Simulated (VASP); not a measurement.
BN (Qingsongite), 2 atoms in the cell. Symmetry: F-43m, No. 216, cubic system. Conventional cell: a = 3.615 Å, b = 3.615 Å, c = 3.615 Å, α = 90.00°, β = 90.00°, γ = 90.00°. Within 2.1 Å of B (site symmetry -43m) lie 4 N at 1.57 Å. Within 2.1 Å of N (site symmetry -43m) lie 4 B at 1.57 Å. 

| Quantity | Value |
| --- | --- |
| Program | VASP 6.6.1 |
| Task | relaxation of cell and atoms |
| Functional | PBE |
| Potentials or basis | VASP PAW PBE potentials, release 64 (B, N) |
| Cutoff | 600 eV |
| k mesh | 10 × 10 × 10 |
| Occupations | methfessel-paxton, width 0.05 eV |
| Spin | no spin polarisation |
| Target pressure | 5 GPa |
| Dipole correction | no |
| Further INCAR settings | ALGO = Normal; EDIFF = 1e-07; IBRION = 2; EDIFFG = -0.01; NSW = 80; ISIF = 3 |

Potentials or basis: VASP PAW PBE potentials, release 64 (B, N).

Launch:

```bash
$ cat potpaw_PBE.64/B/POTCAR potpaw_PBE.64/N/POTCAR > POTCAR
$ mpirun -np 1 vasp_std > vasp.out
```

Hardware: 1 thread of Intel(R) Xeon(R) 6975P-C (Granite Rapids), on a shared host.

**Question.** How long does it take, and how much memory?

**Answer.** It took 7.5 s on 1 thread of Intel(R) Xeon(R) 6975P-C (Granite Rapids), on a shared host, peak memory 0.11 GiB. Counts: scf iterations 27, k points 47, ion steps 3.
